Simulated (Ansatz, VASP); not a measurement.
## Two plane-wave programs on ZnSe

The input INCAR:

```
SYSTEM = ZnSe
PREC     = Accurate       ! precision mode
ENCUT    = 520            ! plane-wave cutoff, eV
EDIFF    = 1E-6           ! SCF threshold, eV
ISMEAR   = 0              ! smearing method
SIGMA    = 0.05           ! smearing width, eV
LREAL    = .FALSE.        ! projectors in reciprocal space
LASPH    = .TRUE.         ! aspherical terms in the spheres
NELM     = 100            ! most SCF steps
ALGO     = Normal         ! electronic algorithm
ISIF     = 2              ! what is computed and relaxed
LWAVE    = .FALSE.        ! write WAVECAR
LCHARG   = .FALSE.        ! write CHGCAR
GGA      = CA             ! functional
NBANDS   = 26             ! bands
```

The input KPOINTS:

```
regular mesh
0
G
  8 8 6
  0 0 0
```

POSCAR

```
ZnSe
1.0
    3.7875101274      0.0000000000      0.0000000000
    0.0000000000      3.7875101274      0.0000000000
    0.0000000000      0.0000000000      4.9987337378
Zn Se
2 2
Direct
    0.0000000000      0.0000000000      0.0000000000
    0.5000000000      0.5000000000      0.0000000000
    0.0000000000      0.5000000000      0.2796655406
    0.5000000000      0.0000000000      0.7203344594
```

Input for Ansatz:

```yaml
crystal:
  lattice:
    - [3.7875101274, 0.0, 0.0]
    - [0.0, 3.7875101274, 0.0]
    - [0.0, 0.0, 4.9987337378]
  atoms:
    - { symbol: Zn, position: [0.0, 0.0, 0.0] }
    - { symbol: Zn, position: [0.5, 0.5, 0.0] }
    - { symbol: Se, position: [0.0, 0.5, 0.2796655406] }
    - { symbol: Se, position: [0.5, 0.0, 0.7203344594] }
basis:
  ecutwfc: 520.0
kpoints:
  mp_grid: { grid: [8, 8, 6] }
hamiltonian:
  xc: lda
scf:
  occupations: { method: gaussian, width: 0.05 }
output:
  forces: true
  stress: true
  eigenvalues: true
```

Alike in both runs: task single point; functional LDA; k mesh 8 × 8 × 6; occupations gaussian, width 0.05 eV; no spin polarisation.

|  | VASP | Ansatz |
| --- | --- | --- |
| version | VASP 6.6.1 | Ansatz 0.2.0 |
| potentials or method | VASP PAW LDA potentials, release 64 (Zn, Se), cutoff 520 eV | scalar-relativistic, plane waves, PAW |
| valence electrons in the cell | 36 | 56 |

Ansatz gave:

| Quantity | Value |
| --- | --- |
| gap on the k mesh at the Fermi level (eV) | 1.61 |
| least direct gap on the mesh (eV) | 1.61 |
| pressure (GPa) | 15.6 |
| traceless stress, the component that is largest in VASP (GPa) | -0.78 |
| rms of the force components (eV/Å) | 0.787 |

Which values does VASP return?

gap on the k mesh at the Fermi level (eV): 1.61; least direct gap on the mesh (eV): 1.61; pressure (GPa): 16.3; traceless stress, the component that is largest in VASP (GPa): -0.82; rms of the force components (eV/Å): 0.832.

LDA's correlation is that of Perdew and Zunger in VASP and of Perdew and Wang (1992) in Ansatz. Atom by atom the forces differ by 0.044 eV/Å (rms over components). VASP's potentials hold 36 valence electrons a cell and Ansatz's 56, so a difference there can come from the potentials and not from the codes.
